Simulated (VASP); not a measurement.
Write the native input for VASP 6.6.1 that does the following.

```yaml
Task: single point
Functional: LDA
Potentials_or_basis: VASP PAW LDA potentials, release 64 (Mn_pv, Co)
Cutoff: 520 eV
k_mesh: 10 × 10 × 10
Occupations: fermi-dirac, width 0.02 eV
Spin: no spin polarisation
Dipole_correction: no
Further_INCAR_settings: ALGO = Normal; EDIFF = 1e-06; NBANDS = 18
```

The structure of MnCo lies in POSCAR:

```
MnCo
1.0
    2.8536000000      0.0000000000      0.0000000000
    0.0000000000      2.8536000000      0.0000000000
    0.0000000000      0.0000000000      2.8536000000
Mn Co
1 1
Direct
    0.0000000000      0.0000000000      0.0000000000
    0.5000000000      0.5000000000      0.5000000000
```

These files were run (other wordings do the same):

INCAR

```
PREC = Accurate ; ENCUT = 520
EDIFF = 1E-6 ; ISMEAR = -1
SIGMA = 0.02 ; LREAL = F
LASPH = T ; NELM = 80
ALGO = Normal ; ISIF = 2
LWAVE = F ; LCHARG = F
GGA = CA ; NBANDS = 18
```

KPOINTS

```
Automatic mesh
0
Gamma
  10 10 10
```

Potentials or basis: VASP PAW LDA potentials, release 64 (Mn_pv, Co).

Launch:

```bash
$ cat potpaw_LDA.64/Mn_pv/POTCAR potpaw_LDA.64/Co/POTCAR > POTCAR
$ mpirun -np 1 vasp_std > vasp.out
```

Results of the run:

The pressure is -32.9 GPa and the band gap on the k mesh is zero (band 11 reaches 9.74 eV, above the bottom of band 12 at 8.40 eV).

Caveat: the run has no spin polarisation, though such a crystal can be magnetic.

Run time: 24 s on 1 thread of AMD EPYC 7R13 Processor (Zen 3), on a shared host, peak memory 0.11 GiB.
